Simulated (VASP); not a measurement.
Set up this calculation in VASP 6.6.1, as the native input.

```
Task                   : single point
Functional             : PBE
Potentials or basis    : VASP PAW PBE potentials, release 64 (Cs_sv, Br)
Cutoff                 : 520 eV
k mesh                 : 6 × 6 × 6
Occupations            : fermi-dirac, width 0.02 eV
Spin                   : no spin polarisation
Dipole correction      : no
Further INCAR settings : ALGO = Normal; EDIFF = 1e-06; NBANDS = 15
```

The structure of CsBr lies in POSCAR:

```
CsBr
1.0
    4.2627942446      0.0000000000      0.0000000000
    0.0000000000      4.3193780977      0.0000000000
    0.0000000000      0.0000000000      4.3193780977
Cs Br
1 1
Direct
    0.0000000000      0.0000000000      0.0000000000
    0.5000000000      0.5000000000      0.5000000000
```

This cell differs from its parent crystal: uniaxial x strain -1.3%.

These files were run (other wordings do the same):

INCAR

```
  PREC = Accurate
  ENCUT = 520
  EDIFF = 1E-6
  ISMEAR = -1
  SIGMA = 0.02
  LREAL = False
  LASPH = True
  NELM = 100
  ALGO = Normal
  ISIF = 2
  LWAVE = False
  LCHARG = False
  GGA = PE
  NBANDS = 15
```

KPOINTS

```
Automatic mesh
0
Gamma
  6 6 6
```

Potentials or basis: VASP PAW PBE potentials, release 64 (Cs_sv, Br).

The run is started by

```bash
$ cat potpaw_PBE.64/Cs_sv/POTCAR potpaw_PBE.64/Br/POTCAR > POTCAR
$ mpirun -np 1 vasp_std > vasp.out
```

Results of the run:

* Pressure: 0.9 GPa
* Band gap on the k mesh: 4.44 eV, indirect (the least direct gap lies 4.1 meV higher)

Caveat: the cell differs from its parent crystal (uniaxial x strain -1.3%); spin-orbit coupling is left out, which moves the levels of the heavy elements.

Run time: 27 s on 1 thread of Intel(R) Xeon(R) Platinum 8259CL CPU @ 2.50GHz (Skylake/Cascade Lake), with other jobs on the host, peak memory 0.2 GiB.
